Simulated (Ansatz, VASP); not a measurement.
**One calculation of AlGa5As6, two programs**

```
CELL_PARAMETERS angstrom
4.06015 0.00000 0.00000
-2.03007 3.51619 0.00000
0.00000 0.00000 19.89048
ATOMIC_POSITIONS crystal
Al 0.00000 0.00000 0.00020
Ga 0.33333 0.66667 0.83337
Ga 0.66667 0.33333 0.66679
Ga 0.00000 0.00000 0.50002
Ga 0.33333 0.66667 0.33324
Ga 0.66667 0.33333 0.16641
As 0.00000 0.00000 0.87541
As 0.33333 0.66667 0.70846
As 0.66667 0.33333 0.54176
As 0.00000 0.00000 0.37498
As 0.33333 0.66667 0.20824
As 0.66667 0.33333 0.04112
```

Alike in both runs: functional PBE; k mesh 12 × 12 × 2; occupations gaussian, width 0.02 eV; no spin polarisation.

Ansatz relaxed the structure, and its values are those at the end. VASP's run is a single point on that final structure, the one shown.

```csv
,VASP,Ansatz
version,VASP 6.6.1,Ansatz 0.2.0
potentials or method,"VASP PAW PBE potentials, release 64 (Al, Ga_d, As), cutoff 520 eV","scalar-relativistic, plane waves, PAW"
valence electrons in the cell,98,158
```

|  | VASP | Ansatz | Ansatz less VASP |
| --- | --- | --- | --- |
| gap on the k mesh at the Fermi level (eV) | 0.34 | 0.34 | -0.003 |
| least direct gap on the mesh (eV) | 0.34 | 0.34 | -0.003 |
| pressure (GPa) | 0.2 | 0.0 | -0.17 |

The functional is the same, so the differences come from potentials, cutoffs and numerics. VASP's potentials hold 98 valence electrons a cell and Ansatz's 158, so a difference there can come from the potentials and not from the codes.
